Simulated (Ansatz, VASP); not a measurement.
## One calculation of Be, two programs

Contents of INCAR:

```
ALGO = Normal
EDIFF = 1E-8
ENCUT = 520
GGA = PS
ISIF = 2
ISMEAR = -1
LASPH = True
LCHARG = False
LEFG = True
LREAL = False
LWAVE = False
NBANDS = 7
NELM = 60
PREC = Accurate
SIGMA = 0.03
```

KPOINTS

```
k-points
0
Gamma
  23 23 23
```

The input POSCAR:

```
Be
1.0
   -1.2531209513      1.2531209513      1.2907145798
    1.2531209513     -1.2531209513      1.2907145798
    1.2531209513      1.2531209513     -1.2907145798
Be
1
Direct
    0.0000000000      0.0000000000      0.0000000000
```

Input for Ansatz:

```yaml
crystal:
  lattice:
    - [-1.2531209513, 1.2531209513, 1.2907145798]
    - [1.2531209513, -1.2531209513, 1.2907145798]
    - [1.2531209513, 1.2531209513, -1.2907145798]
  atoms:
    - { symbol: Be, position: [0.0, 0.0, 0.0] }
kpoints:
  mp_grid: { grid: [23, 23, 23] }
scf:
  occupations: { method: fermi_dirac, width: 0.03 }
hamiltonian:
  xc: pbesol
  pseudopotentials: { kind: all_electron, datasets: crystal }
output:
  forces: true
  stress: true
  eigenvalues: true
  efg: { contact_densities: true }
```

Change from the starting cell: zz strain of +3 %, crystal datasets.

Alike in both runs: task electric field gradients; functional PBEsol; k mesh 23 × 23 × 23; occupations fermi-dirac, width 0.03 eV; no spin polarisation.

|  | VASP | Ansatz |
| --- | --- | --- |
| version | VASP 6.6.1 | Ansatz 0.2.0 |
| potentials or method | VASP PAW PBE potentials, release 64 (Be), cutoff 520 eV | all-electron PAW with datasets made for the crystal, scalar-relativistic |

|  | VASP | Ansatz | Ansatz less VASP |
| --- | --- | --- | --- |
| pressure (GPa) | -4.9 | -5.4 | -0.42 |
| traceless stress, the component that is largest in VASP (GPa) | -0.14 | -0.14 | +0.004 |
| size of Vzz on the site where it differs most (V/Å²) | 0.3 | 0.2 | -0.04 |

VASP's potentials were made for PBE, not for PBEsol. Ansatz ran all-electron here, and VASP with PAW potentials.
